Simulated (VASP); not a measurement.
Set up this calculation in VASP 6.6.1, as the native input.

```
Task                   : single point
Functional             : PBEsol
Potentials or basis    : VASP PAW PBE potentials, release 64 (Hf_pv)
Cutoff                 : 520 eV
k mesh                 : 10 × 10 × 10
Occupations            : methfessel-paxton, width 0.2 eV
Spin                   : no spin polarisation
Hubbard terms          : Hf d U = 4.5 eV
Dipole correction      : no
Further INCAR settings : ALGO = Normal; EDIFF = 1e-06; NBANDS = 11
```

The structure of Hf lies in POSCAR:

```
Hf
1.0
   -0.0096860000      2.2287200000      2.2846090000
    2.2126460000      0.0515370000      2.2233860000
    2.2415430000      2.1963940000      0.0226400000
Hf
1
Direct
   -0.0037130000      0.0292860000     -0.0147930000
```

This cell differs from its parent crystal: the cell strained at random.

One way to write it, as run:

INCAR

```
SYSTEM = Hf
PREC     = Accurate       ! precision mode
ENCUT    = 520            ! plane-wave cutoff, eV
EDIFF    = 1E-6           ! SCF threshold, eV
ISMEAR   = 1              ! smearing method
SIGMA    = 0.2            ! smearing width, eV
LREAL    = .FALSE.        ! projectors in reciprocal space
LASPH    = .TRUE.         ! aspherical terms in the spheres
NELM     = 150            ! most SCF steps
ALGO     = Normal         ! electronic algorithm
ISIF     = 2              ! what is computed and relaxed
LWAVE    = .FALSE.        ! write WAVECAR
LCHARG   = .TRUE.         ! write CHGCAR
LMAXMIX  = 4              ! l up to which the mixer works
LDAU     = .TRUE.         ! DFT+U
LDAUTYPE = 2            
LDAUL    = 2              ! shell
LDAUU    = 4.5            ! U, eV
LDAUJ    = 0            
LDAUPRINT= 1            
GGA      = PS             ! functional
LELF     = .TRUE.         ! ELF
LVHAR    = .TRUE.       
NBANDS   = 11             ! bands
```

KPOINTS

```
Automatic mesh
0
G
  10 10 10
  0 0 0
```

Potentials or basis: VASP PAW PBE potentials, release 64 (Hf_pv).

The run is started by

```bash
$ cat potpaw_PBE.64/Hf_pv/POTCAR > POTCAR
$ mpirun -np 1 vasp_std > vasp.out
```

It gave:

```json
{
 "Pressure": "15.1 GPa",
 "Band gap on the k mesh": "zero (bands 5 and 6 overlap by 2.05 eV)"
}
```

Caveat: the cell differs from its parent crystal (the cell strained at random); the cell stands under pressure; the PAW data sets were made with another functional, which shifts forces and pressure a little; spin-orbit coupling is left out, which moves the levels of the heavy elements; U without spin polarisation on a metal has little footing; the U is typed as a test and isn't derived for this compound.

Run time: 70 s on 1 thread of AMD EPYC 7R13 Processor (Zen 3) (shared host), peak memory 0.2 GiB.
